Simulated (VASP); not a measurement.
Input of a VASP 6.6.1 run:

File INCAR:

```
PREC     = Accurate       # precision mode
ENCUT    = 520            # plane-wave cutoff, eV
EDIFF    = 1E-6           # SCF threshold, eV
ISMEAR   = -1             # smearing method
SIGMA    = 0.1            # smearing width, eV
LREAL    = F              # projectors in reciprocal space
LASPH    = T              # aspherical terms in the spheres
NELM     = 60             # most SCF steps
ALGO     = Normal         # electronic algorithm
ISIF     = 2              # what is computed and relaxed
LWAVE    = F              # write WAVECAR
LCHARG   = F              # write CHGCAR
GGA      = B5             # functional
ALDAX    = 1.0          
AGGAX    = 1.0          
AGGAC    = 1.0          
ALDAC    = 0.0          
NBANDS   = 7              # bands
```

The input KPOINTS:

```
Automatic mesh
0
Gamma
  19 19 19
```

Contents of POSCAR:

```
Be
1.0
    0.0000000000      1.5800832824      1.5800832824
    1.5800832824      0.0000000000      1.5800832824
    1.5800832824      1.5800832824      0.0000000000
Be
1
Direct
    0.0000000000      0.0000000000      0.0000000000
```

Potentials or basis: VASP PAW PBE potentials, release 64 (Be).

The run is started by

```bash
$ cat potpaw_PBE.64/Be/POTCAR > POTCAR
$ mpirun -np 1 vasp_std > vasp.out
```

Q: What does it give for the pressure?

A: 0.2 GPa.

Q: What does it give for the band gap on the k mesh?

A: Zero (band 1 reaches 8.56 eV, above the bottom of band 2 at 8.04 eV).

Caveat: the PAW data sets were made with another functional, which shifts forces and pressure a little.
